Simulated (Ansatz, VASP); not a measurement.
Hf2SeS3 in VASP and in Ansatz

```
Hf Se S
1.0
     8.18218    0.00000    0.00000
    -4.09109    7.08598    0.00000
     0.00000    0.00000    3.43725
Hf Se S
2 1 3
Direct
  0.33333 0.66667 0.50000
  0.66667 0.33333 0.50000
  0.00000 0.00000 0.00000
  0.50000 0.00000 0.50000
  0.00000 0.50000 0.50000
  0.50000 0.50000 0.50000
```

Alike in both runs: functional PBE; k mesh 3 × 3 × 4; occupations gaussian, width 0.1 eV; no spin polarisation.

Ansatz relaxed the structure, and its values are those at the end. VASP's run is a single point on that final structure, the one shown.

|  | VASP | Ansatz |
| --- | --- | --- |
| version | VASP 6.6.1 | Ansatz 0.2.0 |
| potentials or method | VASP PAW PBE potentials, release 64 (Hf_pv, Se, S), cutoff 520 eV | scalar-relativistic, plane waves, PAW |
| valence electrons in the cell | 44 | 86 |

VASP gave:

| Property | Result |
| --- | --- |
| gap on the k mesh at the Fermi level (eV) | none |
| pressure (GPa) | -0.2 |

Which values does Ansatz return?

gap on the k mesh at the Fermi level (eV): none; pressure (GPa): 0.0.

A gap of «none» marks a metal or a gap that the smearing closes. With one functional, cell and mesh, what is left measures potentials, basis and numerics. VASP's potentials hold 44 valence electrons a cell and Ansatz's 86, so a difference there can come from the potentials and not from the codes.

The k mesh is coarse, so the values compare programs but aren't converged. Neither program's run includes spin-orbit coupling.
